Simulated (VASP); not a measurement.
# RbBr (P6_3/mmc) in VASP: notebook, part 3 of 3

VASP 6.6.1.

## Step 4: Single point, PBEsol

This run uses another cell than the first one, of 40.13 Å³/atom, 0.968 times its volume.

Input file INCAR:

```
PREC     = Accurate       # precision mode
ENCUT    = 520            # plane-wave cutoff, eV
EDIFF    = 1E-7           # SCF threshold, eV
ISMEAR   = -1             # smearing method
SIGMA    = 0.02           # smearing width, eV
LREAL    = F              # projectors in reciprocal space
LASPH    = T              # aspherical terms in the spheres
NELM     = 80             # most SCF steps
ALGO     = Normal         # electronic algorithm
ISIF     = 2              # what is computed and relaxed
LWAVE    = F              # write WAVECAR
LCHARG   = F              # write CHGCAR
GGA      = PS             # functional
NBANDS   = 24             # bands
```

Input file KPOINTS:

```
Automatic mesh
0
Gamma
  6 6 4
```

Input file POSCAR:

```
RbBr
1.0
    4.7168325125      0.0000000000      0.0000000000
   -2.3584162562      4.0848967812      0.0000000000
    0.0000000000      0.0000000000      8.3306211430
Rb Br
2 2
Direct
    0.0000000000      0.0000000000      0.0000000000
    0.0000000000      0.0000000000      0.5000000000
    0.3333333333      0.6666666667      0.2500000000
    0.6666666667      0.3333333333      0.7500000000
```

Potentials or basis: VASP PAW PBE potentials, release 64 (Rb_sv, Br).

On the command line:

```console
$ cat potpaw_PBE.64/Rb_sv/POTCAR potpaw_PBE.64/Br/POTCAR > POTCAR
$ mpirun -np 1 vasp_std > vasp.out
```

OUTCAR:

```text
PREC = Accurate
   ENCUT = 520
   EDIFF = 1E-7
   ISMEAR = -1
   LREAL = F
   LASPH = T
   NELM = 80
   ISIF = 2
   GGA = PS

 ion  position               nearest neighbor table
   1  0.000  0.000  0.000-   3 3.43   4 3.43   3 3.43   4 3.43   4 3.43   3 3.43   2 4.17   2 4.17

   2  0.000  0.000  0.500-   3 3.43   4 3.43   3 3.43   4 3.43   4 3.43   3 3.43   1 4.17   1 4.17

   3  0.333  0.667  0.250-   1 3.43   2 3.43   1 3.43   2 3.43   1 3.43   2 3.43
   4  0.667  0.333  0.750-   1 3.43   2 3.43   1 3.43   2 3.43   1 3.43   2 3.43

  LATTYP: Found a hexagonal cell.
 ALAT       =     4.7168325125
 C/A-ratio  =     1.7661473289

  Lattice vectors:

 A1 = (   4.7168325125,   0.0000000000,   0.0000000000)
 A2 = (  -2.3584162562,   4.0848967812,   0.0000000000)
 A3 = (   0.0000000000,   0.0000000000,   8.3306211430)

Analysis of symmetry for initial positions (statically):
=====================================================================
 Subroutine PRICEL returns:
 Original cell was already a primitive cell.

 Routine SETGRP: Setting up the symmetry group for a
 hexagonal supercell.

 Subroutine GETGRP returns: Found 24 space group operations
 (whereof 12 operations were pure point group operations)
 out of a pool of 24 trial point group operations.

The static configuration has the point symmetry D_3d.
 The point group associated with its full space group is D_6h.

Analysis of symmetry for dynamics (positions and initial velocities):
=====================================================================
 Subroutine PRICEL returns:
 Original cell was already a primitive cell.

 Routine SETGRP: Setting up the symmetry group for a
 hexagonal supercell.

 Subroutine GETGRP returns: Found 24 space group operations
 (whereof 12 operations were pure point group operations)
 out of a pool of 24 trial point group operations.

The dynamic configuration has the point symmetry D_3d.
 The point group associated with its full space group is D_6h.

 Subroutine INISYM returns: Found 24 space group operations
 (whereof 12 operations are pure point group operations),
 and found     1 'primitive' translations

----------------------------------------------------------------------------------------

                                     Primitive cell

  volume of cell :     160.5125

  direct lattice vectors                    reciprocal lattice vectors
     4.716832512  0.000000000  0.000000000     0.212006680  0.122402114  0.000000000
    -2.358416256  4.084896781  0.000000000     0.000000000  0.244804227  0.000000000
     0.000000000  0.000000000  8.330621143     0.000000000  0.000000000  0.120039068

  length of vectors
     4.716832512  4.716832512  8.330621143     0.244804227  0.244804227  0.120039068

  position of ions in fractional coordinates (direct lattice)
     0.000000000  0.000000000  0.000000000
     0.000000000  0.000000000  0.500000000
     0.333333333  0.666666667  0.250000000
     0.666666667  0.333333333  0.750000000

  ion indices of the primitive-cell ions
   primitive index   ion index
                 1           1
                 2           2
                 3           3
                 4           4

----------------------------------------------------------------------------------------

 KPOINTS: Automatic mesh

Automatic generation of k-mesh.
 Grid dimensions read from file:
 generate k-points for:    6    6    4

 Generating k-lattice:

  Cartesian coordinates                     Fractional coordinates (reciprocal lattice)
     0.035334447  0.020400352  0.000000000     0.166666667  0.000000000  0.000000000
     0.000000000  0.040800705  0.000000000     0.000000000  0.166666667  0.000000000
     0.000000000  0.000000000  0.030009767     0.000000000  0.000000000  0.250000000

  Length of vectors
     0.040800705  0.040800705  0.030009767

  Shift w.r.t. Gamma in fractional coordinates (k-lattice)
     0.000000000  0.000000000  0.000000000

 Subroutine IBZKPT returns following result:
 ===========================================

 Found     21 irreducible k-points:

 Following reciprocal coordinates:
            Coordinates               Weight
  0.000000  0.000000  0.000000      1.000000
  0.166667  0.000000  0.000000      6.000000
  0.333333  0.000000  0.000000      6.000000
  0.500000  0.000000  0.000000      3.000000
  0.166667  0.166667  0.000000      6.000000
  0.333333  0.166667  0.000000     12.000000
[... 13 lines left out ...]
  0.333333  0.166667  0.500000     12.000000
  0.333333  0.333333  0.500000      2.000000
   k-points           NKPTS =     21   k-points in BZ     NKDIM =     21   number of bands    NBANDS=     24
   number of dos      NEDOS =    301   number of ions     NIONS =      4
   total plane-waves  NPLWV =  82944
   dimension x,y,z NGX =    36 NGY =   36 NGZ =   64
   dimension x,y,z NGXF=    72 NGYF=   72 NGZF=  128
   ions per type =               2   2
   NGX,Y,Z   is equivalent  to a cutoff of  12.69, 12.69, 12.77 a.u.
   NGXF,Y,Z  is equivalent  to a cutoff of  25.38, 25.38, 25.54 a.u.
 SYSTEM =  unknown system
   PREC   = accura    normal or accurate (medium, high low for compatibility)
   ISTART =      0    job   : 0-new  1-cont  2-samecut
   ICHARG =      2    charge: 1-file 2-atom 10-const
   ISPIN  =      1    spin polarized calculation?
   LNONCOLLINEAR =      F non collinear calculations
   LSORBIT =      F    spin-orbit coupling
   LASPH  =      T    aspherical Exc in radial PAW
   ENCUT  =  520.0 eV  38.22 Ry    6.18 a.u.   8.77  8.77 15.49*2*pi/ulx,y,z
   NELM   =     80;   NELMIN=  2; NELMDL= -5     # of ELM steps
   EDIFF  = 0.1E-06   stopping-criterion for ELM
   LREAL  =      F    real-space projection
   EDIFFG = 0.1E-05   stopping-criterion for IOM
   NSW    =      0    number of steps for IOM
   IBRION =     -1    ionic relax: 0-MD 1-quasi-New 2-CG
   NFREE  =      0    steps in history (QN), initial steepest desc. (CG)
   ISIF   =      2    stress and relaxation
   ISYM   =      2    0-nonsym 1-usesym 2-fastsym
   POTIM  = 0.5000    time-step for ionic-motion
   TEBEG  =    0.0;   TEEND  =   0.0 temperature during run
   PSTRESS=    0.0 pullay stress
   NELECT =      32.0000    total number of electrons
   NUPDOWN=      -1.0000    fix difference up-down
   EMIN   =  10.00;   EMAX   =-10.00  energy-range for DOS
   EFERMI =   0.00;   METHOD = LEGACY
   ISMEAR =    -1;   SIGMA  =   0.02  broadening in eV -4-tet -1-fermi 0-gaus
   EFERMI_NEDOS =   21; number of points for ismear=-14 and -15
   IALGO  =     38    algorithm
   IMIX   =      4    mixing-type and parameters
     AMIX     =   0.40;   BMIX     =  1.00
     AMIX_MAG =   1.60;   BMIX_MAG =  1.00
  volume/ion in A,a.u.               =      40.13       270.80
  Fermi-wavevector in a.u.,A,eV,Ry     =   0.956361  1.807260 12.444247  0.914626
  Thomas-Fermi vector in A             =   2.085282
   LORBIT       =      0    0 simple, 1 ext, 2 COOP (PROOUT), +10 PAW based schemes
   GGA     = PS    functional components
   LHFCALC =     F    Hartree Fock is set to
   AEXX    =    0.0000 exact exchange contribution
   IVDW    =     0    specifies the selected vdW correction
   LEPSILON=     F    determine dielectric tensor
   LRPA    =     F    only Hartree local field effects (RPA)
 non-spin polarized calculation
  energy-cutoff  :      520.00
  volume of cell :      160.51
 maximum number of plane-waves:      4352
 NGX is ok and might be reduce to    36
   NGX = 17   NGY = 17   NGZ = 31

 number of electron      32.0000005 magnetization

 Free energy of the ion-electron system (eV)
  ---------------------------------------------------
  ext. energy  EPLUGINS =         0.00000000
  ---------------------------------------------------
  free energy    TOTEN  =       -12.61447400 eV

  energy without entropy =      -12.61447400  energy(sigma->0) =      -12.61447400

 E-fermi :  -1.2938     XC(G=0):  -7.4132

 val. band max:       -1.7675350872   @ k =   0.0000   0.0000   0.0000
 cond. band min:       2.3965925990   @ k =   0.0000   0.0000   0.0000
 fundamental gap:      4.1641276862
 Fermi energy:        -1.2937927813

 k-point     1 :       0.0000    0.0000    0.0000
  band No.  band energies     occupation
      1     -26.2725      2.00000
      2     -26.2531      2.00000
      3     -14.0854      2.00000
      4     -14.0150      2.00000
      5     -10.3775      2.00000
      6     -10.3625      2.00000
[... 556 lines left out ...]
     23       6.8660      0.00000
     24       6.8660      0.00000

------------------------ aborting loop because EDIFF is reached ----------------------------------------

  FORCE on cell =-STRESS in cart. coord.  units (eV):
  Direction    XX          YY          ZZ          XY          YZ          ZX
  --------------------------------------------------------------------------------------
  -------------------------------------------------------------------------------------
  Total        0.0301170      0.0301170      0.0151798      0.0000000      0.0000000     -0.0000000
  in kB        0.3006170      0.3006170      0.1515192      0.0000000      0.0000000     -0.0000000
  external PRESSURE =       0.2509177 kB  Pullay stress =       0.0000000 kB

 VOLUME and BASIS-vectors are now :
 -----------------------------------------------------------------------------
  energy-cutoff  :      520.00
  volume of cell :      160.51
      direct lattice vectors                 reciprocal lattice vectors
     4.716832512  0.000000000  0.000000000     0.212006680  0.122402114  0.000000000
    -2.358416256  4.084896781  0.000000000     0.000000000  0.244804227  0.000000000
     0.000000000  0.000000000  8.330621143     0.000000000  0.000000000  0.120039068

 POSITION                                       TOTAL-FORCE (eV/Angst)
 -----------------------------------------------------------------------------------
      0.00000      0.00000      0.00000         0.000000      0.000000     -0.000000
      0.00000      0.00000      4.16531         0.000000      0.000000     -0.000000
     -0.00000      2.72326      2.08266        -0.000000      0.000000     -0.000000
      2.35842      1.36163      6.24797         0.000000     -0.000000      0.000000
 -----------------------------------------------------------------------------------
    total drift:                               -0.000000      0.000000     -0.000000

  FREE ENERGIE OF THE ION-ELECTRON SYSTEM (eV)
  ---------------------------------------------------
  free  energy   TOTEN  =       -12.6144739974 eV

  energy  without entropy=      -12.6144739974  energy(sigma->0) =      -12.61447400
```

Run time: 30 s. Hardware: 1 thread of Intel Xeon 6975P-C (Granite Rapids), shared host; peak memory 0.28 GiB.

What came out:

```yaml
Free_energy: -12.6145 eV
Pressure: 0.0 GPa
Band_gap_on_the_k_mesh: 4.16 eV, direct
```

Caveat: the PAW data sets were made with another functional, which shifts forces and pressure a little. A k mesh can miss the band edges.

## Step 5: Single point, PBE

Input file INCAR:

```
ALGO     = Normal         # electronic algorithm
EDIFF    = 1E-7           # SCF threshold, eV
ENCUT    = 520            # plane-wave cutoff, eV
GGA      = PE             # functional
ISIF     = 2              # what is computed and relaxed
ISMEAR   = -1             # smearing method
LASPH    = True           # aspherical terms in the spheres
LCHARG   = False          # write CHGCAR
LREAL    = False          # projectors in reciprocal space
LWAVE    = False          # write WAVECAR
NBANDS   = 24             # bands
NELM     = 80             # most SCF steps
PREC     = Accurate       # precision mode
SIGMA    = 0.02           # smearing width, eV
```

Input file KPOINTS:

```
k-points
0
Gamma
  6 6 4
```

Input file POSCAR:

```
RbBr
1.0
    4.7710910955      0.0000000000      0.0000000000
   -2.3855455477      4.1318860925      0.0000000000
    0.0000000000      0.0000000000      8.4101528072
Rb Br
2 2
Direct
    0.0000000000      0.0000000000      0.0000000000
    0.0000000000      0.0000000000      0.5000000000
    0.3333333333      0.6666666667      0.2500000000
    0.6666666667      0.3333333333      0.7500000000
```

On the command line:

```console
$ cat potpaw_PBE.64/Rb_sv/POTCAR potpaw_PBE.64/Br/POTCAR > POTCAR
$ mpirun -np 1 vasp_std > vasp.out
```

It took 30 s on 1 thread of Intel Xeon 6975P-C (Granite Rapids), shared host; peak memory 0.29 GiB.

Results (log left out):

```
Free energy            : -12.1190 eV
Pressure               : 0.6 GPa
Band gap on the k mesh : 4.23 eV, direct
```

Levels at points of the mesh, in eV from the valence-band top:
```
           k point  band 12  band 13  band 14  band 15  band 16  band 17  band 18  band 19  band 20  band 21
(0.00, 0.00, 0.00)    -0.27    -0.27    -0.13     0.00     0.00     4.23     6.30     6.68     7.53     7.53
(0.50, 0.00, 0.00)    -0.52    -0.47    -0.34    -0.32    -0.15     5.84     6.73     6.94     7.21     8.32
(0.00, 0.00, 0.50)    -0.62    -0.14    -0.14    -0.14    -0.14     5.40     5.40     6.97     6.97     8.00
(0.50, 0.00, 0.50)    -0.75    -0.37    -0.37    -0.25    -0.25     6.44     6.44     6.83     6.83     8.63
```

A k mesh can miss the band edges. As with any semilocal functional, this PBE gap is likely too small.

## Step 6: Single point, LDA

Input file INCAR:

```
SYSTEM = RbBr
  PREC = Accurate
  ENCUT = 520
  EDIFF = 1E-6
  ISMEAR = 0
  SIGMA = 0.01
  LREAL = .False.
  LASPH = .True.
  NELM = 60
  ALGO = Normal
  ISIF = 2
  LWAVE = .False.
  LCHARG = .False.
  GGA = CA
  NBANDS = 24
```

Input file KPOINTS:

```
Automatic mesh
0
Gamma
  6 6 4
  0 0 0
```

POSCAR is that of step 5.

Potentials or basis: VASP PAW LDA potentials, release 64 (Rb_sv, Br).

On the command line:

```console
$ cat potpaw_LDA.64/Rb_sv/POTCAR potpaw_LDA.64/Br/POTCAR > POTCAR
$ mpirun -np 1 vasp_std > vasp.out
```

It took 30 s on 1 thread of Intel Xeon 6975P-C (Granite Rapids), shared host; peak memory 0.25 GiB.

The run converged. Its results:

| Item | Value |
| --- | --- |
| Free energy | -13.2524 eV |
| Pressure | -1.5 GPa |
| Band gap on the k mesh | 3.84 eV, direct |

Stress tensor (GPa, compression positive):
```
-1.44  0.00  0.00
 0.00 -1.44  0.00
 0.00  0.00 -1.61
```

Levels at points of the mesh, in eV from the valence-band top:
```csv
k point,band 13,band 14,band 15,band 16,band 17,band 18,band 19,band 20
"(0.00, 0.00, 0.00)",-0.29,-0.13,0.00,0.00,3.84,6.01,6.34,7.26
"(0.50, 0.00, 0.00)",-0.49,-0.36,-0.34,-0.16,5.53,6.42,6.60,6.90
"(0.00, 0.00, 0.50)",-0.15,-0.15,-0.15,-0.15,5.04,5.04,6.69,6.69
"(0.50, 0.00, 0.50)",-0.39,-0.39,-0.26,-0.26,6.14,6.14,6.49,6.49
```

## Step 7: Overview

```csv
level,potentials or basis,cell,k mesh,smearing,gap on the mesh (eV),pressure (GPa)
PBE,"VASP PAW PBE potentials, release 64 (Rb_sv, Br)","a = 4.771, b = 4.771, c = 8.410 Å, angles 90.0, 90.0, 120.0°, 4 atoms",6 × 6 × 2,gaussian 0.01 eV,4.23,0.6
LDA,"VASP PAW LDA potentials, release 64 (Rb_sv, Br)","a = 4.587, b = 4.587, c = 8.135 Å, angles 90.0, 90.0, 120.0°, 4 atoms",6 × 6 × 4,fermi-dirac 0.02 eV,4.10,0.0
PBEsol,"VASP PAW PBE potentials, release 64 (Rb_sv, Br)","a = 4.717, b = 4.717, c = 8.331 Å, angles 90.0, 90.0, 120.0°, 4 atoms",6 × 6 × 4,fermi-dirac 0.02 eV,4.16,0.0
PBE,"VASP PAW PBE potentials, release 64 (Rb_sv, Br)","a = 4.771, b = 4.771, c = 8.410 Å, angles 90.0, 90.0, 120.0°, 4 atoms",6 × 6 × 4,fermi-dirac 0.02 eV,4.23,0.6
LDA,"VASP PAW LDA potentials, release 64 (Rb_sv, Br)","a = 4.771, b = 4.771, c = 8.410 Å, angles 90.0, 90.0, 120.0°, 4 atoms",6 × 6 × 4,gaussian 0.01 eV,3.84,-1.5
```

Alike in all rows: task single point; no spin polarisation; cutoff (eV) 520.

Caveats: the PAW data sets were made with another functional, which shifts forces and pressure a little (some runs).

Total energies depend on the potentials used, so only differences within one code and one set of settings carry meaning.
